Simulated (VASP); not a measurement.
# WC (Qusongite) (P-6m2) in VASP: a series of runs

Runs on WC (Qusongite). Level: PBE. Tasks: single point.

All numbers are computed with VASP 6.6.1; they aren't measurements. Logs are shortened: lines on timing, memory, paths and dates and some standing lists are left out, and cuts for length are marked.

## (1) The cell of the first run

Symmetry: P-6m2, No. 187, hexagonal system. Conventional cell: a = 2.932 Å, b = 2.932 Å, c = 2.862 Å, α = 90.00°, β = 90.00°, γ = 120.00°. W (site symmetry -6m2) has 6 C at 2.22 Å and 2 W at 2.86 Å within 2.9 Å. Within 2.9 Å of C (site symmetry -6m2) lie 6 W at 2.22 Å and 2 C at 2.86 Å.

## (2) Single point, PBE

The input, INCAR:

```
  PREC = Accurate
  ENCUT = 520
  EDIFF = 1E-6
  ISMEAR = 1
  SIGMA = 0.1
  LREAL = False
  LASPH = True
  NELM = 80
  ALGO = Normal
  ISIF = 2
  LWAVE = False
  LCHARG = False
  GGA = PE
  NBANDS = 16
```

The input, KPOINTS:

```
regular mesh
0
Gamma
  11 11 10
```

The input, POSCAR:

```
WC
1.0
    2.9321092491      0.0000000000      0.0000000000
   -1.4660546245      2.5392811003      0.0000000000
    0.0000000000      0.0000000000      2.8615933583
W C
1 1
Direct
    0.0000000000      0.0000000000      0.0000000000
    0.6666666667      0.3333333333      0.5000000000
```

Potentials or basis: VASP PAW PBE potentials, release 64 (W_sv, C).

On the command line:

```
cat potpaw_PBE.64/W_sv/POTCAR potpaw_PBE.64/C/POTCAR > POTCAR
mpirun -np 1 vasp_std > vasp.out
```

OUTCAR:

```text
PREC = Accurate
   ENCUT = 520
   EDIFF = 1E-6
   ISMEAR = 1
   LREAL = False
   LASPH = True
   NELM = 80
   ISIF = 2
   GGA = PE

 ion  position               nearest neighbor table
   1  0.000  0.000  0.000-   2 2.22   2 2.22   2 2.22   2 2.22   2 2.22   2 2.22
   2  0.667  0.333  0.500-   1 2.22   1 2.22   1 2.22   1 2.22   1 2.22   1 2.22

  LATTYP: Found a hexagonal cell.
 ALAT       =     2.9321092491
 C/A-ratio  =     0.9759504559

  Lattice vectors:

 A1 = (   2.9321092491,   0.0000000000,   0.0000000000)
 A2 = (  -1.4660546245,   2.5392811003,   0.0000000000)
 A3 = (   0.0000000000,   0.0000000000,   2.8615933583)

Analysis of symmetry for initial positions (statically):
=====================================================================
 Subroutine PRICEL returns:
 Original cell was already a primitive cell.

 Routine SETGRP: Setting up the symmetry group for a
 hexagonal supercell.

 Subroutine GETGRP returns: Found 12 space group operations
 (whereof 12 operations were pure point group operations)
 out of a pool of 24 trial point group operations.

The static configuration has the point symmetry D_3h.

Analysis of symmetry for dynamics (positions and initial velocities):
=====================================================================
 Subroutine PRICEL returns:
 Original cell was already a primitive cell.

 Routine SETGRP: Setting up the symmetry group for a
 hexagonal supercell.

 Subroutine GETGRP returns: Found 12 space group operations
 (whereof 12 operations were pure point group operations)
 out of a pool of 24 trial point group operations.

The dynamic configuration has the point symmetry D_3h.

 Subroutine INISYM returns: Found 12 space group operations
 (whereof 12 operations are pure point group operations),
 and found     1 'primitive' translations

----------------------------------------------------------------------------------------

                                     Primitive cell

  volume of cell :      21.3058

  direct lattice vectors                    reciprocal lattice vectors
     2.932109249  0.000000000  0.000000000     0.341051412  0.196906124  0.000000000
    -1.466054624  2.539281100  0.000000000     0.000000000  0.393812249  0.000000000
     0.000000000  0.000000000  2.861593358     0.000000000  0.000000000  0.349455662

  length of vectors
     2.932109249  2.932109252  2.861593358     0.393812249  0.393812249  0.349455662

  position of ions in fractional coordinates (direct lattice)
     0.000000000  0.000000000  0.000000000
     0.666666667  0.333333333  0.500000000

  ion indices of the primitive-cell ions
   primitive index   ion index
                 1           1
                 2           2

----------------------------------------------------------------------------------------

 KPOINTS: regular mesh

Automatic generation of k-mesh.
 Grid dimensions read from file:
 generate k-points for:   11   11   10

 Generating k-lattice:

  Cartesian coordinates                     Fractional coordinates (reciprocal lattice)
     0.031004674  0.017900557  0.000000000     0.090909091 -0.000000000  0.000000000
     0.000000000  0.035801114  0.000000000     0.000000000  0.090909091  0.000000000
     0.000000000  0.000000000  0.034945566     0.000000000  0.000000000  0.100000000

  Length of vectors
     0.035801114  0.035801114  0.034945566

  Shift w.r.t. Gamma in fractional coordinates (k-lattice)
     0.000000000  0.000000000  0.000000000

 Subroutine IBZKPT returns following result:
 ===========================================

 Found     96 irreducible k-points:

 Following reciprocal coordinates:
            Coordinates               Weight
  0.000000  0.000000  0.000000      1.000000
  0.090909  0.000000  0.000000      6.000000
  0.181818 -0.000000  0.000000      6.000000
  0.272727  0.000000  0.000000      6.000000
  0.363636  0.000000  0.000000      6.000000
  0.454545 -0.000000  0.000000      6.000000
[... 16 lines left out ...]
  0.090909  0.090909  0.100000     12.000000
  0.181818  0.090909  0.100000     24.000000
 [... further k-points ...]
   k-points           NKPTS =     96   k-points in BZ     NKDIM =     96   number of bands    NBANDS=     16
   number of dos      NEDOS =    301   number of ions     NIONS =      2
   total plane-waves  NPLWV =  13824
   dimension x,y,z NGX =    24 NGY =   24 NGZ =   24
   dimension x,y,z NGXF=    48 NGYF=   48 NGZF=   48
   ions per type =               1   1
   NGX,Y,Z   is equivalent  to a cutoff of  13.61, 13.61, 13.94 a.u.
   NGXF,Y,Z  is equivalent  to a cutoff of  27.22, 27.22, 27.89 a.u.
 SYSTEM =  unknown system
   PREC   = accura    normal or accurate (medium, high low for compatibility)
   ISTART =      0    job   : 0-new  1-cont  2-samecut
   ICHARG =      2    charge: 1-file 2-atom 10-const
   ISPIN  =      1    spin polarized calculation?
   LNONCOLLINEAR =      F non collinear calculations
   LSORBIT =      F    spin-orbit coupling
   LASPH  =      T    aspherical Exc in radial PAW
   ENCUT  =  520.0 eV  38.22 Ry    6.18 a.u.   5.45  5.45  5.32*2*pi/ulx,y,z
   NELM   =     80;   NELMIN=  2; NELMDL= -5     # of ELM steps
   EDIFF  = 0.1E-05   stopping-criterion for ELM
   LREAL  =      F    real-space projection
   EDIFFG = 0.1E-04   stopping-criterion for IOM
   NSW    =      0    number of steps for IOM
   IBRION =     -1    ionic relax: 0-MD 1-quasi-New 2-CG
   NFREE  =      0    steps in history (QN), initial steepest desc. (CG)
   ISIF   =      2    stress and relaxation
   ISYM   =      2    0-nonsym 1-usesym 2-fastsym
   POTIM  = 0.5000    time-step for ionic-motion
   TEBEG  =    0.0;   TEEND  =   0.0 temperature during run
   PSTRESS=    0.0 pullay stress
   NELECT =      18.0000    total number of electrons
   NUPDOWN=      -1.0000    fix difference up-down
   EMIN   =  10.00;   EMAX   =-10.00  energy-range for DOS
   EFERMI =   0.00;   METHOD = LEGACY
   ISMEAR =     1;   SIGMA  =   0.10  broadening in eV -4-tet -1-fermi 0-gaus
   EFERMI_NEDOS =   21; number of points for ismear=-14 and -15
   IALGO  =     38    algorithm
   IMIX   =      4    mixing-type and parameters
     AMIX     =   0.40;   BMIX     =  1.00
     AMIX_MAG =   1.60;   BMIX_MAG =  1.00
  volume/ion in A,a.u.               =      10.65        71.89
  Fermi-wavevector in a.u.,A,eV,Ry     =   1.547626  2.924589 32.587948  2.395147
  Thomas-Fermi vector in A             =   2.652693
   LORBIT       =      0    0 simple, 1 ext, 2 COOP (PROOUT), +10 PAW based schemes
   GGA     = PE    functional components
   LHFCALC =     F    Hartree Fock is set to
   AEXX    =    0.0000 exact exchange contribution
   IVDW    =     0    specifies the selected vdW correction
   LEPSILON=     F    determine dielectric tensor
   LRPA    =     F    only Hartree local field effects (RPA)
 non-spin polarized calculation
 Methfessel and Paxton  Order N= 1 SIGMA  =   0.10
  energy-cutoff  :      520.00
  volume of cell :       21.31
 maximum number of plane-waves:       599
 NGX is ok and might be reduce to    24
   NGX = 11   NGY = 11   NGZ = 11

 number of electron      18.0000000 magnetization

 Free energy of the ion-electron system (eV)
  ---------------------------------------------------
  ext. energy  EPLUGINS =         0.00000000
  ---------------------------------------------------
  free energy    TOTEN  =       -22.44861907 eV

  energy without entropy =      -22.44874803  energy(sigma->0) =      -22.44866206

 E-fermi :  10.7374     XC(G=0): -13.6546

 val. band max:       10.6627900187   @ k =   0.4545   0.0909   0.5000
 cond. band min:      10.7527485501   @ k =   0.4545  -0.0000   0.5000
 fundamental gap:      0.0899585314
 Fermi energy:        10.7373558849

 k-point     1 :       0.0000    0.0000    0.0000
  band No.  band energies     occupation
      1     -63.3617      2.00000
      2     -27.3427      2.00000
      3     -27.2474      2.00000
      4     -27.2474      2.00000
      5      -3.5430      2.00000
      6       6.5381      2.00000
[... 8 lines left out ...]
     15      24.7950      0.00000
     16      27.2023      0.00000

 k-point     2 :       0.0909    0.0000    0.0000
  band No.  band energies     occupation
      1     -63.3576      2.00000
      2     -27.3348      2.00000
      3     -27.3090      2.00000
      4     -27.2614      2.00000
      5      -3.3345      2.00000
      6       6.5771      2.00000
[... 8 lines left out ...]
     15      24.4327      0.00000
     16      27.6423      0.00000

 k-point     3 :       0.1818   -0.0000    0.0000
  band No.  band energies     occupation
      1     -63.3466      2.00000
      2     -27.4714      2.00000
      3     -27.3136      2.00000
      4     -27.2988      2.00000
      5      -2.7508      2.00000
      6       6.0172      2.00000
[... 8 lines left out ...]
     15      24.1968      0.00000
     16      28.8321      0.00000

 k-point     4 :       0.2727    0.0000    0.0000
  band No.  band energies     occupation
      1     -63.3323      2.00000
      2     -27.6785      2.00000
      3     -27.3474      2.00000
      4     -27.2857      2.00000
      5      -1.9115      2.00000
      6       5.1092      2.00000
[... 8 lines left out ...]
     15      24.7909      0.00000
     16      28.2657      0.00000

 k-point     5 :       0.3636    0.0000    0.0000
  band No.  band energies     occupation
      1     -63.3191      2.00000
      2     -27.8634      2.00000
      3     -27.3916      2.00000
      4     -27.2599      2.00000
      5      -1.0149      2.00000
      6       4.3353      2.00000
[... 8 lines left out ...]
     15      25.0589      0.00000
     16      27.1192      0.00000

 k-point     6 :       0.4545   -0.0000    0.0000
  band No.  band energies     occupation
      1     -63.3113      2.00000
      2     -27.9711      2.00000
      3     -27.4177      2.00000
      4     -27.2446      2.00000
      5      -0.3769      2.00000
      6       3.8624      2.00000
[... 8 lines left out ...]
     15      23.4729      0.00000
     16      28.2576      0.00000

 k-point     7 :       0.0909    0.0909    0.0000
  band No.  band energies     occupation
      1     -63.3501      2.00000
      2     -27.4172      2.00000
      3     -27.3203      2.00000
      4     -27.2909      2.00000
      5      -2.9377      2.00000
      6       6.2555      2.00000
[... 8 lines left out ...]
     15      24.2102      0.00000
     16      28.3006      0.00000

 k-point     8 :       0.1818    0.0909    0.0000
  band No.  band energies     occupation
      1     -63.3374      2.00000
      2     -27.5925      2.00000
      3     -27.3433      2.00000
      4     -27.2957      2.00000
      5      -2.2205      2.00000
      6       5.4638      2.00000
[... 8 lines left out ...]
     15      24.4519      0.00000
     16      28.6708      0.00000

 k-point     9 :       0.2727    0.0909    0.0000
  band No.  band energies     occupation
      1     -63.3237      2.00000
      2     -27.7778      2.00000
      3     -27.4002      2.00000
      4     -27.2688      2.00000
      5      -1.3340      2.00000
      6       4.6723      2.00000
[... 8 lines left out ...]
     15      25.3902      0.00000
     16      27.2128      0.00000
[... 172 lines left out ...]
 k-point    19 :       0.1818   -0.0000    0.1000
  band No.  band energies     occupation
      1     -63.3433      2.00000
      2     -27.4652      2.00000
      3     -27.3786      2.00000
      4     -27.2927      2.00000
      5      -2.5464      2.00000
      6       6.1177      2.00000
[... 8 lines left out ...]
     15      24.0133      0.00000
     16      28.6219      0.00000

 k-point    20 :       0.2727    0.0000    0.1000
  band No.  band energies     occupation
      1     -63.3289      2.00000
      2     -27.6706      2.00000
      3     -27.3497      2.00000
      4     -27.3410      2.00000
      5      -1.7477      2.00000
      6       5.1789      2.00000
[... 8 lines left out ...]
     15      24.3300      0.00000
     16      27.8786      0.00000

 k-point    21 :       0.3636    0.0000    0.1000
  band No.  band energies     occupation
      1     -63.3158      2.00000
      2     -27.8545      2.00000
      3     -27.3850      2.00000
      4     -27.3226      2.00000
      5      -0.9044      2.00000
      6       4.3460      2.00000
[... 8 lines left out ...]
     15      24.5369      0.00000
     16      27.1163      0.00000

 k-point    22 :       0.4545   -0.0000    0.1000
  band No.  band energies     occupation
      1     -63.3079      2.00000
      2     -27.9616      2.00000
      3     -27.4109      2.00000
      4     -27.3064      2.00000
      5      -0.3094      2.00000
      6       3.8231      2.00000
[... 8 lines left out ...]
     15      23.4102      0.00000
     16      28.0770      0.00000

 k-point    23 :       0.0909    0.0909    0.1000
  band No.  band energies     occupation
      1     -63.3467      2.00000
      2     -27.4127      2.00000
      3     -27.3842      2.00000
      4     -27.2849      2.00000
      5      -2.7254      2.00000
      6       6.3655      2.00000
[... 8 lines left out ...]
     15      24.1160      0.00000
     16      28.0288      0.00000

 k-point    24 :       0.1818    0.0909    0.1000
  band No.  band energies     occupation
      1     -63.3341      2.00000
      2     -27.5852      2.00000
      3     -27.3601      2.00000
      4     -27.3369      2.00000
      5      -2.0409      2.00000
      6       5.5923      2.00000
[... 8 lines left out ...]
     15      24.0880      0.00000
     16      28.2211      0.00000

 [... further k-points ...]
[... 5 lines left out ...]
  --------------------------------------------------------------------------------------
  -------------------------------------------------------------------------------------
  Total       -0.4055493     -0.4055493     -0.6004668     -0.0000000     -0.0000000      0.0000000
  in kB      -30.4968785    -30.4968785    -45.1544655     -0.0000000     -0.0000000      0.0000000
  external PRESSURE =     -35.3827408 kB  Pullay stress =       0.0000000 kB

 VOLUME and BASIS-vectors are now :
 -----------------------------------------------------------------------------
  energy-cutoff  :      520.00
  volume of cell :       21.31
      direct lattice vectors                 reciprocal lattice vectors
     2.932109249  0.000000000  0.000000000     0.341051412  0.196906124  0.000000000
    -1.466054624  2.539281100  0.000000000     0.000000000  0.393812249  0.000000000
     0.000000000  0.000000000  2.861593358     0.000000000  0.000000000  0.349455662

 POSITION                                       TOTAL-FORCE (eV/Angst)
 -----------------------------------------------------------------------------------
      0.00000      0.00000      0.00000         0.000000      0.000000      0.000000
      1.46605      0.84643      1.43080        -0.000000      0.000000      0.000000
 -----------------------------------------------------------------------------------
    total drift:                               -0.000000      0.000000      0.000000

  FREE ENERGIE OF THE ION-ELECTRON SYSTEM (eV)
  ---------------------------------------------------
  free  energy   TOTEN  =       -22.4486190688 eV

  energy  without entropy=      -22.4487480334  energy(sigma->0) =      -22.44866206
```

Run time: 11 s. Hardware: 1 thread of Intel Xeon 6975P-C (Granite Rapids), shared host; peak memory 0.16 GiB.

What came out:

```yaml
Free_energy: -22.4486 eV
Pressure: -3.5 GPa
Band_gap_on_the_k_mesh: zero (band 9 reaches 11.34 eV, above the bottom of band 10 at 10.15 eV)
```

Caveat: spin-orbit coupling is left out, which moves the levels of the heavy elements.

## (3) Single point, PBE

This run uses another cell than the first one, of 10.93 Å³/atom, 1.026 times its volume.

The input, INCAR:

```
PREC = Accurate
ENCUT = 520
EDIFF = 1E-7
ISMEAR = 1
SIGMA = 0.1
LREAL = F
LASPH = T
NELM = 100
ALGO = Normal
ISIF = 2
LWAVE = F
LCHARG = T
GGA = PE
LELF = T
LVHAR = T
NBANDS = 16
```

KPOINTS is that of step 2.

The input, POSCAR:

```
WC
1.0
    2.9572787999      0.0000000000      0.0000000000
   -1.4786393999      2.5610785707      0.0000000000
    0.0000000000      0.0000000000      2.8861575929
W C
1 1
Direct
    0.0000000000      0.0000000000      0.0000000000
    0.6666666667      0.3333333333      0.5000000000
```

Potentials or basis: VASP PAW PBE potentials, release 64 (W_sv, C).

On the command line:

```
cat potpaw_PBE.64/W_sv/POTCAR potpaw_PBE.64/C/POTCAR > POTCAR
mpirun -np 1 vasp_std > vasp.out
```

Wall time 11 s (1 thread of Intel Xeon 6975P-C (Granite Rapids), shared host); peak memory 0.16 GiB.

The run converged. Its results:

```
Free energy            : -22.4208 eV
Pressure               : -12.6 GPa
Band gap on the k mesh : zero (band 9 reaches 10.98 eV, above the bottom of band 10 at 9.82 eV)
```

Stress tensor (GPa, compression positive):
```
-11.60   0.00   0.00
  0.00 -11.60   0.00
  0.00   0.00 -14.49
```

Levels at points of the mesh, in eV from the Fermi level:
```tsv
k point	band 7	band 8	band 9	band 10	band 11	band 12
(0.00, 0.00, 0.00)	-3.13	-3.13	0.07	2.98	2.98	5.32
(0.00, 0.00, 0.50)	-1.90	-1.90	-0.54	-0.54	3.43	4.37
```

Caveat: spin-orbit coupling is left out, which moves the levels of the heavy elements.

## (4) Single point, PBE

This run uses another cell than the first one, of 11.21 Å³/atom, 1.052 times its volume.

The input, INCAR:

```
SYSTEM = WC
ALGO     = Normal         ! electronic algorithm
EDIFF    = 1E-6           ! SCF threshold, eV
ENCUT    = 520            ! plane-wave cutoff, eV
GGA      = PE             ! functional
ISIF     = 2              ! what is computed and relaxed
ISMEAR   = 1              ! smearing method
LASPH    = .TRUE.         ! aspherical terms in the spheres
LCHARG   = .FALSE.        ! write CHGCAR
LREAL    = .FALSE.        ! projectors in reciprocal space
LWAVE    = .FALSE.        ! write WAVECAR
NBANDS   = 16             ! bands
NELM     = 100            ! most SCF steps
PREC     = Accurate       ! precision mode
SIGMA    = 0.1            ! smearing width, eV
```

The input, KPOINTS:

```
k-points
0
G
  11 11 10
  0 0 0
```

The input, POSCAR:

```
WC
1.0
    2.9820270534      0.0000000000      0.0000000000
   -1.4910135267      2.5825111870      0.0000000000
    0.0000000000      0.0000000000      2.9103106622
W C
1 1
Direct
    0.0000000000      0.0000000000      0.0000000000
    0.6666666667      0.3333333333      0.5000000000
```

On the command line:

```
cat potpaw_PBE.64/W_sv/POTCAR potpaw_PBE.64/C/POTCAR > POTCAR
mpirun -np 1 vasp_std > vasp.out
```

Run time: 10 s. Hardware: 1 thread of Intel Xeon 6975P-C (Granite Rapids), shared host; peak memory 0.16 GiB.

It converged, with:

```yaml
Free_energy: -22.3638 eV
Pressure: -20.4 GPa
Band_gap_on_the_k_mesh: zero (band 9 reaches 10.64 eV, above the bottom of band 10 at 9.50 eV)
```

Stress tensor (GPa, compression positive):
```
-19.02   0.00   0.00
  0.00 -19.02   0.00
  0.00   0.00 -23.24
```

Levels at points of the mesh, in eV from the Fermi level:
| k point | band 7 | band 8 | band 9 | band 10 | band 11 | band 12 |
| --- | --- | --- | --- | --- | --- | --- |
| (0.00, 0.00, 0.00) | -3.01 | -3.01 | 0.09 | 2.90 | 2.90 | 5.21 |
| (0.00, 0.00, 0.50) | -1.81 | -1.81 | -0.49 | -0.49 | 3.35 | 4.32 |

Caveat: spin-orbit coupling is left out, which moves the levels of the heavy elements.

## (5) The runs side by side

```csv
cell,gap on the mesh (eV),pressure (GPa)
"a = 2.932, b = 2.932, c = 2.862 Å, angles 90.0, 90.0, 120.0°, 2 atoms",none,-3.5
"a = 2.957, b = 2.957, c = 2.886 Å, angles 90.0, 90.0, 120.0°, 2 atoms",none,-12.6
"a = 2.982, b = 2.982, c = 2.910 Å, angles 90.0, 90.0, 120.0°, 2 atoms",none,-20.4
```

Alike in all rows: task single point; level PBE; potentials or basis VASP PAW PBE potentials, release 64 (W_sv, C); no spin polarisation; k mesh 11 × 11 × 10; cutoff (eV) 520; smearing methfessel-paxton 0.1 eV.

Caveats: spin-orbit coupling is left out, which moves the levels of the heavy elements.

Total energies depend on the potentials used, so only differences within one code and one set of settings carry meaning.
